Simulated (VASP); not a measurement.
# PbS (P1) in VASP: a series of runs, part 2 of 2

VASP 6.6.1. The steps go on from the part before.

**4. Single point, PBE+D3(BJ)**

INCAR

```
SYSTEM = PbS
PREC = Accurate
ENCUT = 400
EDIFF = 1E-6
ISMEAR = -1
SIGMA = 0.1034
LREAL = Auto
LASPH = .TRUE.
NELM = 120
ALGO = Normal
ISIF = 2
LWAVE = .FALSE.
LCHARG = .TRUE.
GGA = PE
IVDW = 12
LELF = .TRUE.
LVHAR = .TRUE.
NBANDS = 94
GGA_COMPAT = .FALSE.
ISYM = -1
```

KPOINTS

```
explicit points
4
Reciprocal
  0.25000000   0.25000000   0.25000000 2
  0.25000000   0.25000000   0.75000000 2
  0.25000000   0.75000000   0.25000000 2
  0.25000000   0.75000000   0.75000000 2
```

POSCAR

```
PbS
1.0
    6.0080352647      0.0000000000      6.0080352647
    6.0080352647      6.0080352647      0.0000000000
    0.0000000000      6.0080352647      6.0080352647
Pb S
8 8
Direct
   -0.0128134235     -0.0013585972      0.0018427821
    0.0001752653      0.4951966606      0.0008658405
    0.4909624145      0.0018359579      0.0030085542
    0.5048466539      0.4982702944      0.0036380446
   -0.0199661777      0.0116822716      0.4995394281
    0.0081244530      0.4995709692      0.5024013454
    0.5044848052     -0.0082715060      0.4858071518
    0.5178094607      0.5025522266      0.4756304472
    0.2679657208      0.2776703908      0.2173278688
    0.2477806695      0.7232156285      0.2741075788
    0.7926785197      0.2341193815      0.2472125137
    0.7361408189      0.7152880785      0.2456292174
    0.2466880494      0.2345889193      0.7543430257
    0.2004236738      0.7621475738      0.7603015460
    0.7385662375      0.2544555637      0.7506488896
    0.7376776774      0.7796344884      0.7757313822
```

On the command line:

```
$ cat potpaw_PBE.64/Pb_d/POTCAR potpaw_PBE.64/S/POTCAR > POTCAR
$ mpirun -np 1 vasp_std > vasp.out
```

It took 2.1 min on 1 thread of Intel Xeon 6975P-C (Granite Rapids), shared host; peak memory 0.43 GiB.

The run converged. Its results:

```
Free energy                : -74.3732 eV
Pressure                   : -0.2 GPa
Largest force              : 1.653 eV/Å
Band gap on the k mesh     : 1.36 eV
Dispersion energy per atom : -0.337 eV
```

Forces on the atoms (eV/Å):
```
Pb   0.335 -0.439 -0.044
Pb   0.402 -0.365 -0.121
Pb   0.061  0.177 -0.208
Pb   0.141 -0.015 -0.312
Pb  -0.047  0.029  0.989
Pb  -0.171 -0.169  0.173
Pb  -0.248  0.484  0.028
Pb  -1.179  0.286  0.196
S   -0.556  0.566  0.424
S    0.383  0.081 -0.514
S   -0.828  0.278 -1.403
S    1.266  0.690  0.298
S   -0.304 -0.210 -0.279
S    0.889 -0.340  0.908
S   -0.093  0.099  0.325
S   -0.052 -1.153 -0.460
```

Stress tensor (GPa, compression positive):
```
 0.36  0.26 -0.20
 0.26 -0.52  0.13
-0.20  0.13 -0.33
```

Levels at points of the mesh, in eV from the valence-band top:
| k point | band 78 | band 79 | band 80 | band 81 | band 82 | band 83 |
| --- | --- | --- | --- | --- | --- | --- |
| (0.25, 0.25, 0.25) | -0.39 | -0.32 | 0.00 | 1.36 | 1.65 | 1.82 |

Caveat: the atoms stand as in a frame of molecular dynamics; spin-orbit coupling is left out, which moves the levels of the heavy elements; a shifted mesh leaves out Γ, where band edges can lie; forces of over 1 eV/Å act on the atoms, so gaps and moduli don't describe the material at rest.

**5. Single point, PBE+D3(BJ)**

INCAR

```
ALGO = Normal
EDIFF = 1E-6
ENCUT = 400
GGA = PE
GGA_COMPAT = False
ISIF = 2
ISMEAR = -1
ISYM = -1
IVDW = 12
LASPH = True
LCHARG = False
LREAL = Auto
LWAVE = False
NBANDS = 94
NELM = 120
PREC = Accurate
SIGMA = 0.1034
```

KPOINTS is that of step 4.

POSCAR

```
PbS
1.0
    6.0080352647      0.0000000000      6.0080352647
    6.0080352647      6.0080352647      0.0000000000
    0.0000000000      6.0080352647      6.0080352647
Pb S
8 8
Direct
   -0.0361021516      0.0144601348     -0.0080304123
   -0.0032749475      0.5135219525     -0.0112104868
    0.4766802913      0.0024768496      0.0276260030
    0.5154800802      0.5027790895     -0.0006768436
   -0.0219052476      0.0118142615      0.5101342394
    0.0267168871      0.4957728889      0.4938739320
    0.5069304466     -0.0119008955      0.4853360328
    0.5157141001      0.5036103096      0.4681126818
    0.2482760893      0.3388461303      0.2087323800
    0.2552910282      0.7244608775      0.2613219515
    0.7717021115      0.2529212019      0.2533785893
    0.7325120120      0.7212046549      0.2803756845
    0.2537262903      0.2250543548      0.7396157486
    0.2011839057      0.7973193879      0.7530721443
    0.7314352873      0.2317008704      0.7676990558
    0.7498426360      0.7590053652      0.7479228736
```

On the command line:

```
$ cat potpaw_PBE.64/Pb_d/POTCAR potpaw_PBE.64/S/POTCAR > POTCAR
$ mpirun -np 1 vasp_std > vasp.out
```

It took 2 min on 1 thread of Intel Xeon 6975P-C (Granite Rapids), shared host; peak memory 0.42 GiB.

It converged, with:

```yaml
Free_energy: -74.2036 eV
Pressure: 0.0 GPa
Largest_force: 1.814 eV/Å
Band_gap_on_the_k_mesh: 1.42 eV
Dispersion_energy_per_atom: -0.334 eV
```

Forces on the atoms (eV/Å):
```
Pb   0.419 -0.156  0.558
Pb   0.157 -0.242  0.069
Pb   0.211 -0.322 -0.452
Pb   0.484 -0.029 -0.186
Pb  -0.176 -0.173  0.272
Pb  -0.372  0.436  0.087
Pb  -0.116  0.752  0.170
Pb  -1.201  0.308  0.267
S   -1.461 -1.028  0.312
S    0.489  0.344 -0.246
S   -0.316  0.038 -0.928
S    1.143 -0.257 -0.322
S   -0.138  0.537  0.253
S    0.274 -0.710  0.751
S    0.098  0.163 -0.175
S    0.505  0.342 -0.429
```

Stress tensor (GPa, compression positive):
```
 0.66  0.45  0.09
 0.45 -0.29  0.04
 0.09  0.04 -0.33
```

Levels at points of the mesh, in eV from the valence-band top:
```csv
k point,band 78,band 79,band 80,band 81,band 82,band 83
"(0.25, 0.25, 0.25)",-0.35,-0.20,0.00,1.42,1.58,1.89
```

Caveat: the atoms stand as in a frame of molecular dynamics; spin-orbit coupling is left out, which moves the levels of the heavy elements; a shifted mesh leaves out Γ, where band edges can lie; forces of over 1 eV/Å act on the atoms, so gaps and moduli don't describe the material at rest. A k mesh can miss the band edges.

**6. Single point, PBE+D3(BJ)**

INCAR

```
SYSTEM = PbS
PREC = Accurate
ENCUT = 400
EDIFF = 1E-6
ISMEAR = -1
SIGMA = 0.1034
LREAL = Auto
LASPH = .TRUE.
NELM = 120
ALGO = Normal
ISIF = 2
LWAVE = .FALSE.
LCHARG = .TRUE.
GGA = PE
IVDW = 12
LELF = .TRUE.
LVHAR = .TRUE.
NBANDS = 94
GGA_COMPAT = .FALSE.
ISYM = -1
```

KPOINTS is that of step 5.

POSCAR

```
PbS
1.0
    6.0080352647      0.0000000000      6.0080352647
    6.0080352647      6.0080352647      0.0000000000
    0.0000000000      6.0080352647      6.0080352647
Pb S
8 8
Direct
   -0.0559493221      0.0266127765     -0.0100707631
   -0.0038771410      0.5287981611     -0.0317541412
    0.4740057064      0.0091139612      0.0397031624
    0.5363446381      0.5113489460     -0.0217145030
   -0.0248598741      0.0111572248      0.5175463963
    0.0231708860      0.4946176860      0.4875311763
    0.5183694607      0.0038458496      0.4810101593
    0.5162756814      0.5067033341      0.4607289036
    0.2361085509      0.3342784141      0.2142446646
    0.2655427989      0.7390997729      0.2421467977
    0.7295145263      0.3042808372      0.2603188782
    0.7660663257      0.7205487833      0.2933102790
    0.2550103208      0.2233520512      0.7628041112
    0.2290181298      0.8355538506      0.7416935493
    0.7392439132      0.2196011578      0.7660899607
    0.7585885900      0.7596806275      0.7167169982
```

Potentials or basis: VASP PAW PBE potentials, release 64 (Pb_d, S).

On the command line:

```
$ cat potpaw_PBE.64/Pb_d/POTCAR potpaw_PBE.64/S/POTCAR > POTCAR
$ mpirun -np 1 vasp_std > vasp.out
```

OUTCAR:

```text
SYSTEM = PbS
   PREC = Accurate
   ENCUT = 400
   EDIFF = 1E-6
   ISMEAR = -1
   LREAL = Auto
   LASPH = .TRUE.
   NELM = 120
   ISIF = 2
   GGA = PE
   IVDW = 12
   ISYM = -1
 IVDW          = 12

 ion  position               nearest neighbor table
   1  0.944  0.027  0.990-  15 2.58  14 2.71  12 3.00  13 3.10  11 3.33  10 3.46   4 3.83   3 3.87
                             7 3.92   5 3.95   2 4.12
   2  0.996  0.529  0.968-  16 2.94   9 2.95  11 2.98  13 3.10  12 3.17  14 3.28   4 3.94   5 3.97
                             1 4.12   6 4.12   8 4.13
   3  0.474  0.009  0.040-  15 2.88  10 2.90  13 3.00   9 3.07  12 3.29  16 3.45   1 3.87   7 3.93
                             8 3.95
   4  0.536  0.511  0.978-  16 2.84  11 2.89   9 2.92  10 2.97  15 3.07  14 3.31   1 3.83   2 3.94
                             8 4.00
   5  0.975  0.011  0.518-  15 2.75  16 2.83  14 2.92  11 3.04  10 3.29   1 3.95   2 3.97   8 4.07
                             7 4.08
   6  0.023  0.495  0.488-   9 2.65  12 2.72  10 2.93  16 2.98  13 3.06  15 3.36   2 4.12   8 4.13

   7  0.518  0.004  0.481-  14 2.81  16 2.86  12 2.86  13 3.03  11 3.11   9 3.33   1 3.92   3 3.93
                             5 4.08
   8  0.516  0.507  0.461-  11 2.42  10 2.82  12 2.84  15 3.20  13 3.28   3 3.95   4 4.00   5 4.07
                             6 4.13   2 4.13
   9  0.236  0.334  0.214-   6 2.65   4 2.92   2 2.95   3 3.07   7 3.33
  10  0.266  0.739  0.242-   8 2.82   3 2.90   6 2.93   4 2.97   5 3.29   1 3.46
  11  0.730  0.304  0.260-   8 2.42   4 2.89   2 2.98   5 3.04   7 3.11   1 3.33
  12  0.766  0.721  0.293-   6 2.72   8 2.84   7 2.86   1 3.00   2 3.17   3 3.29
  13  0.255  0.223  0.763-   3 3.00   7 3.03   6 3.06   1 3.10   2 3.10   8 3.28
  14  0.229  0.836  0.742-   1 2.71   7 2.81   5 2.92   2 3.28   4 3.31
  15  0.739  0.220  0.766-   1 2.58   5 2.75   3 2.88   4 3.07   8 3.20   6 3.36
  16  0.759  0.760  0.717-   5 2.83   4 2.84   7 2.86   2 2.94   6 2.98   3 3.45

IMPORTANT INFORMATION: All symmetrisations will be switched off!
NOSYMM: (Re-)initialisation of all symmetry stuff for point group C_1.

----------------------------------------------------------------------------------------

                                     Primitive cell

  volume of cell :     433.7379

  direct lattice vectors                    reciprocal lattice vectors
     6.008035265  0.000000000  6.008035265     0.083221882 -0.083221882  0.083221882
     6.008035265  6.008035265  0.000000000     0.083221882  0.083221882 -0.083221882
     0.000000000  6.008035265  6.008035265    -0.083221882  0.083221882  0.083221882

  length of vectors
     8.496644955  8.496644955  8.496644955     0.144144527  0.144144527  0.144144527

  position of ions in fractional coordinates (direct lattice)
     0.944050678  0.026612777  0.989929237
     0.996122859  0.528798161  0.968245859
     0.474005706  0.009113961  0.039703162
     0.536344638  0.511348946  0.978285497
     0.975140126  0.011157225  0.517546396
     0.023170886  0.494617686  0.487531176
[... 8 lines left out ...]
     0.739243913  0.219601158  0.766089961
     0.758588590  0.759680628  0.716716998

  ion indices of the primitive-cell ions
   primitive index   ion index
                 1           1
                 2           2
                 3           3
                 4           4
                 5           5
                 6           6
[... 8 lines left out ...]
                15          15
                16          16

----------------------------------------------------------------------------------------

 KPOINTS: explicit points

Read explicit list of k-points.

 Found      4 k-points:

 Following reciprocal coordinates:
            Coordinates               Weight
  0.250000  0.250000  0.250000      0.250000
  0.250000  0.250000  0.750000      0.250000
  0.250000  0.750000  0.250000      0.250000
  0.250000  0.750000  0.750000      0.250000
   k-points           NKPTS =      4   k-points in BZ     NKDIM =      4   number of bands    NBANDS=     94
   number of dos      NEDOS =    301   number of ions     NIONS =     16
   total plane-waves  NPLWV = 175616
   dimension x,y,z NGX =    56 NGY =   56 NGZ =   56
   dimension x,y,z NGXF=   112 NGYF=  112 NGZF=  112
   ions per type =               8   8
   NGX,Y,Z   is equivalent  to a cutoff of  10.96, 10.96, 10.96 a.u.
   NGXF,Y,Z  is equivalent  to a cutoff of  21.91, 21.91, 21.91 a.u.
 SYSTEM =  PbS
   PREC   = accura    normal or accurate (medium, high low for compatibility)
   ISTART =      0    job   : 0-new  1-cont  2-samecut
   ICHARG =      2    charge: 1-file 2-atom 10-const
   ISPIN  =      1    spin polarized calculation?
   LNONCOLLINEAR =      F non collinear calculations
   LSORBIT =      F    spin-orbit coupling
   LASPH  =      T    aspherical Exc in radial PAW
   ENCUT  =  400.0 eV  29.40 Ry    5.42 a.u.  13.86 13.86 13.86*2*pi/ulx,y,z
   NELM   =    120;   NELMIN=  2; NELMDL= -5     # of ELM steps
   EDIFF  = 0.1E-05   stopping-criterion for ELM
   LREAL  =      T    real-space projection
   EDIFFG = 0.1E-04   stopping-criterion for IOM
   NSW    =      0    number of steps for IOM
   IBRION =     -1    ionic relax: 0-MD 1-quasi-New 2-CG
   NFREE  =      0    steps in history (QN), initial steepest desc. (CG)
   ISIF   =      2    stress and relaxation
   ISYM   =     -1    0-nonsym 1-usesym 2-fastsym
   POTIM  = 0.5000    time-step for ionic-motion
   TEBEG  =    0.0;   TEEND  =   0.0 temperature during run
   PSTRESS=    0.0 pullay stress
   NELECT =     160.0000    total number of electrons
   NUPDOWN=      -1.0000    fix difference up-down
   EMIN   =  10.00;   EMAX   =-10.00  energy-range for DOS
   EFERMI =   0.00;   METHOD = LEGACY
   ISMEAR =    -1;   SIGMA  =   0.10  broadening in eV -4-tet -1-fermi 0-gaus
   EFERMI_NEDOS =   21; number of points for ismear=-14 and -15
   IALGO  =     38    algorithm
   IMIX   =      4    mixing-type and parameters
     AMIX     =   0.40;   BMIX     =  1.00
     AMIX_MAG =   1.60;   BMIX_MAG =  1.00
  volume/ion in A,a.u.               =      27.11       182.94
  Fermi-wavevector in a.u.,A,eV,Ry     =   1.174102  2.218730 18.755830  1.378515
  Thomas-Fermi vector in A             =   2.310504
   LORBIT       =      0    0 simple, 1 ext, 2 COOP (PROOUT), +10 PAW based schemes
   GGA     = PE    functional components
   LHFCALC =     F    Hartree Fock is set to
   AEXX    =    0.0000 exact exchange contribution
   IVDW    =    12    specifies the selected vdW correction
   LEPSILON=     F    determine dielectric tensor
   LRPA    =     F    only Hartree local field effects (RPA)
 non-spin polarized calculation
  energy-cutoff  :      400.00
  volume of cell :      433.74
 maximum number of plane-waves:      7884
 NGX is ok and might be reduce to    56
   NGX = 27   NGY = 27   NGZ = 27

 number of electron     160.0000010 magnetization

 Free energy of the ion-electron system (eV)
  ---------------------------------------------------
  ext. energy  EPLUGINS =         0.00000000
  ---------------------------------------------------
  free energy    TOTEN  =       -68.13359277 eV

  energy without entropy =      -68.12962647  energy(sigma->0) =      -68.13160962

 E-fermi :   5.5459     XC(G=0):  -9.4683

 val. band max:        4.8704974089   @ k =   0.2500   0.2500   0.7500
 cond. band min:       6.0947308588   @ k =   0.2500   0.2500   0.2500
 fundamental gap:      1.2242334499
 Fermi energy:         5.5459317807

 k-point     1 :       0.2500    0.2500    0.2500
  band No.  band energies     occupation
      1     -11.7225      2.00000
      2     -11.6949      2.00000
      3     -11.6850      2.00000
      4     -11.6717      2.00000
      5     -11.6659      2.00000
      6     -11.6550      2.00000
[... 84 lines left out ...]
     91       8.3888      0.00000
     92       8.6876      0.00000

 k-point     2 :       0.2500    0.2500    0.7500
  band No.  band energies     occupation
      1     -11.7115      2.00000
      2     -11.6871      2.00000
      3     -11.6826      2.00000
      4     -11.6653      2.00000
      5     -11.6609      2.00000
      6     -11.6510      2.00000
[... 274 lines left out ...]
     91       8.5876      0.00000
     92       8.7028      0.00000
 [bands above 92 left out]

------------------------ aborting loop because EDIFF is reached ----------------------------------------

 Edisp (eV)   -5.34936

 E8    (eV) :    -2.4128

  FORCE on cell =-STRESS in cart. coord.  units (eV):
  Direction    XX          YY          ZZ          XY          YZ          ZX
  --------------------------------------------------------------------------------------
  -------------------------------------------------------------------------------------
  Total      -1.11692     6.08366     0.45909     1.01307    -0.17237    -0.01334
  in kB      -4.12577    22.47233     1.69582     3.74218    -0.63673    -0.04927
  external pressure =        6.68 kB  Pullay stress =        0.00 kB

 VOLUME and BASIS-vectors are now :
 -----------------------------------------------------------------------------
  energy-cutoff  :      400.00
  volume of cell :      433.74
      direct lattice vectors                 reciprocal lattice vectors
     6.008035265  0.000000000  6.008035265     0.083221882 -0.083221882  0.083221882
     6.008035265  6.008035265  0.000000000     0.083221882  0.083221882 -0.083221882
     0.000000000  6.008035265  6.008035265    -0.083221882  0.083221882  0.083221882

 POSITION                                       TOTAL-FORCE (eV/Angst)
 -----------------------------------------------------------------------------------
      5.83178      6.10742     11.61942         0.624439     -0.039008      1.649494
      9.16178      8.99429     11.80200         0.166821     -0.304749      0.675833
      2.90260      0.29330      3.08638        -0.116290     -0.008070     -0.822745
      6.29458      8.94978      9.09995        -0.578300      0.533039     -0.680264
      5.92571      3.17647      8.96811         0.388953     -0.538532      0.110042
      3.11089      5.90078      3.06832         0.106324      0.372744      0.540331
[... 8 lines left out ...]
      5.76077      5.92207      9.04410         0.341472      0.271855     -0.976417
      9.12182      8.87025      8.86369         0.383329      0.709423      0.091710
 -----------------------------------------------------------------------------------
    total drift:                                0.000160     -0.000768      0.002276

  FREE ENERGIE OF THE ION-ELECTRON SYSTEM (eV)
  ---------------------------------------------------
  free  energy   TOTEN  =       -73.4829568827 eV

  energy  without entropy=      -73.4789905831  energy(sigma->0) =      -73.48097373
```

Run time: 2 min. Hardware: 1 thread of Intel Xeon 6975P-C (Granite Rapids), shared host; peak memory 0.43 GiB.

What came out:

- Free energy: -73.4830 eV
- Pressure: 0.7 GPa
- Largest force: 2.759 eV/Å
- Band gap on the k mesh: 1.22 eV (least direct gap 1.23 eV)
- Dispersion energy per atom: -0.334 eV

Forces in eV/Å, atoms in the order of the input:
```
Pb   0.624 -0.039  1.649
Pb   0.167 -0.305  0.676
Pb  -0.116 -0.008 -0.823
Pb  -0.578  0.533 -0.680
Pb   0.389 -0.539  0.110
Pb   0.106  0.373  0.540
Pb  -0.222  0.529 -0.156
Pb  -0.667  2.677  0.077
S   -0.433 -1.518  0.144
S    0.010  0.133 -0.050
S    0.263 -2.573  0.027
S    0.183 -0.318 -1.012
S    0.278  0.769  0.323
S   -0.730 -0.696  0.061
S    0.341  0.272 -0.976
S    0.383  0.709  0.092
```

Stress tensor (GPa, compression positive):
```
-0.41  0.37  0.00
 0.37  2.25 -0.06
 0.00 -0.06  0.17
```

Caveat: the atoms stand as in a frame of molecular dynamics; spin-orbit coupling is left out, which moves the levels of the heavy elements; a shifted mesh leaves out Γ, where band edges can lie; forces of over 1 eV/Å act on the atoms, so gaps and moduli don't describe the material at rest.

**7. The runs side by side**

```tsv
cell	cutoff (eV)	mended	gap on the mesh (eV)	pressure (GPa)	largest force (eV/Å)
as given, atomic positions A	520	-	1.35	-0.2	1.67
as given, atomic positions B	520	-	1.26	0.0	1.79
as given, atomic positions A	400	yes	1.36	-0.2	1.65
as given, atomic positions B	400	yes	1.42	0.0	1.81
as given, atomic positions C	400	yes	1.22	0.7	2.76
```

Alike in all rows: task single point; level PBE+D3(BJ); potentials or basis VASP PAW PBE potentials, release 64 (Pb_d, S); no spin polarisation; k mesh 2 × 2 × 2, shifted; smearing fermi-dirac 0.1034 eV.

Caveats: the atoms stand as in a frame of molecular dynamics; spin-orbit coupling is left out, which moves the levels of the heavy elements; a shifted mesh leaves out Γ, where band edges can lie; forces of over 1 eV/Å act on the atoms, so gaps and moduli don't describe the material at rest.

Total energies depend on the potentials used, so only differences within one code and one set of settings carry meaning.
